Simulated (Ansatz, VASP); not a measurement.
# SiO2: VASP beside Ansatz

```
CELL_PARAMETERS angstrom
4.26760 0.00000 0.00000
0.00000 4.26760 0.00000
0.00000 0.00000 2.52840
ATOMIC_POSITIONS crystal
Si 0.50000 0.50000 0.50000
Si 0.00000 0.00000 0.00000
O 0.69301 0.69301 0.00000
O 0.19301 0.80699 0.50000
O 0.30699 0.30699 0.00000
O 0.80699 0.19301 0.50000
```

Alike in both runs: task single point; functional PBE; k mesh 6 × 6 × 8; occupations gaussian, width 0.05 eV; no spin polarisation.

|  | VASP | Ansatz |
| --- | --- | --- |
| version | VASP 6.6.1 | Ansatz 0.2.0 |
| potentials or method | VASP PAW PBE potentials, release 64 (Si, O), cutoff 520 eV | scalar-relativistic, plane waves, PAW |
| valence electrons in the cell | 32 | 32 |

Ansatz gave:

| Property | Result |
| --- | --- |
| gap on the k mesh at the Fermi level (eV) | 6.08 |
| least direct gap on the mesh (eV) | 6.08 |
| pressure (GPa) | 20.5 |
| traceless stress, the component that is largest in VASP (GPa) | 27.34 |
| rms of the force components (eV/Å) | 0.022 |

Q: Which values does VASP return?

A: gap on the k mesh at the Fermi level (eV): 6.06; least direct gap on the mesh (eV): 6.06; pressure (GPa): 20.8; traceless stress, the component that is largest in VASP (GPa): 28.11; rms of the force components (eV/Å): 0.002.

Atom by atom the forces differ by 0.021 eV/Å (rms over components).
